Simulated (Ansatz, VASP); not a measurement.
**Two plane-wave programs on AgCl**

Contents of INCAR:

```
ALGO     = Normal         # electronic algorithm
EDIFF    = 1E-6           # SCF threshold, eV
ENCUT    = 520            # plane-wave cutoff, eV
GGA      = PE             # functional
ISIF     = 2              # what is computed and relaxed
ISMEAR   = 0              # smearing method
LASPH    = True           # aspherical terms in the spheres
LCHARG   = False          # write CHGCAR
LREAL    = False          # projectors in reciprocal space
LWAVE    = False          # write WAVECAR
NBANDS   = 16             # bands
NELM     = 100            # most SCF steps
PREC     = Accurate       # precision mode
SIGMA    = 0.05           # smearing width, eV
```

The input KPOINTS:

```
k-points
0
Gamma
  8 8 8
```

POSCAR

```
AgCl
1.0
    0.0000000000      2.8060228508      2.8060228508
    2.8060228508      0.0000000000      2.8060228508
    2.8060228508      2.8060228508      0.0000000000
Ag Cl
1 1
Direct
    0.5000000000      0.5000000000      0.5299359093
    0.0000000000      0.0000000000     -0.0910897785
```

Input for Ansatz:

```yaml
crystal:
  lattice:
    - [0.0, 2.8060228508, 2.8060228508]
    - [2.8060228508, 0.0, 2.8060228508]
    - [2.8060228508, 2.8060228508, 0.0]
  atoms:
    - { symbol: Ag, position: [0.5, 0.5, 0.5299359093] }
    - { symbol: Cl, position: [0.0, 0.0, -0.0910897785] }
basis:
  ecutwfc: 420
kpoints:
  mp_grid: { grid: [8, 8, 8] }
hamiltonian:
  xc: pbe
scf:
  occupations: { method: gaussian, width: 0.05 }
output:
  forces: true
  stress: true
  eigenvalues: true
  write_density: true
  write_potential: true
  elf: true
  volumetric_format: npy
```

Change from the starting cell: mode 4 frozen in at -0.256 Å and mode 5 at -0.256 Å (largest displacements).

Alike in both runs: task single point; functional PBE; k mesh 8 × 8 × 8; occupations gaussian, width 0.05 eV; no spin polarisation.

|  | VASP | Ansatz |
| --- | --- | --- |
| version | VASP 6.6.1 | Ansatz 0.2.0 |
| potentials or method | VASP PAW PBE potentials, release 64 (Ag, Cl), cutoff 520 eV | scalar-relativistic, plane waves, PAW |
| valence electrons in the cell | 18 | 26 |

VASP gave:

```
gap on the k mesh at the Fermi level (eV)                     : 0.85
least direct gap on the mesh (eV)                             : 1.85
pressure (GPa)                                                : 3.2
traceless stress, the component that is largest in VASP (GPa) : -2.95
rms of the force components (eV/Å)                            : 0.327
```

Q: Which values does Ansatz return?

A: gap on the k mesh at the Fermi level (eV): 0.86; least direct gap on the mesh (eV): 1.86; pressure (GPa): 3.4; traceless stress, the component that is largest in VASP (GPa): -2.96; rms of the force components (eV/Å): 0.330.

Atom by atom the forces differ by 0.003 eV/Å (rms over components). VASP's potentials hold 18 valence electrons a cell and Ansatz's 26, so a difference there can come from the potentials and not from the codes.
